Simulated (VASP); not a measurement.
A run of VASP 6.6.1 is set up as follows.

Contents of INCAR:

```
SYSTEM = CoSi2
ALGO     = Normal         ! electronic algorithm
EDIFF    = 1E-6           ! SCF threshold, eV
ENCUT    = 520            ! plane-wave cutoff, eV
GGA      = PE             ! functional
ISIF     = 2              ! what is computed and relaxed
ISMEAR   = -1             ! smearing method
LASPH    = .TRUE.         ! aspherical terms in the spheres
LCHARG   = .FALSE.        ! write CHGCAR
LREAL    = .FALSE.        ! projectors in reciprocal space
LWAVE    = .FALSE.        ! write WAVECAR
NBANDS   = 16             ! bands
NELM     = 80             ! most SCF steps
PREC     = Accurate       ! precision mode
SIGMA    = 0.1            ! smearing width, eV
```

Contents of KPOINTS:

```
k-points
0
G
  11 11 11
  0 0 0
```

File POSCAR:

```
CoSi2
1.0
    0.0000000000      2.6799488197      2.6799488197
    2.6799488197      0.0000000000      2.6799488197
    2.6799488197      2.6799488197      0.0000000000
Co Si
1 2
Direct
    0.0000000000      0.0000000000      0.0000000000
    0.2500000000      0.2500000000      0.2500000000
    0.7500000000      0.7500000000      0.7500000000
```

Potentials or basis: VASP PAW PBE potentials, release 64 (Co, Si).

The run is started by

```console
$ cat potpaw_PBE.64/Co/POTCAR potpaw_PBE.64/Si/POTCAR > POTCAR
$ mpirun -np 1 vasp_std > vasp.out
```

Q: Predict the pressure.

A: -0.2 GPa.

Spin polarisation is off, so any magnetic state and its effect on volume and gap are missing.
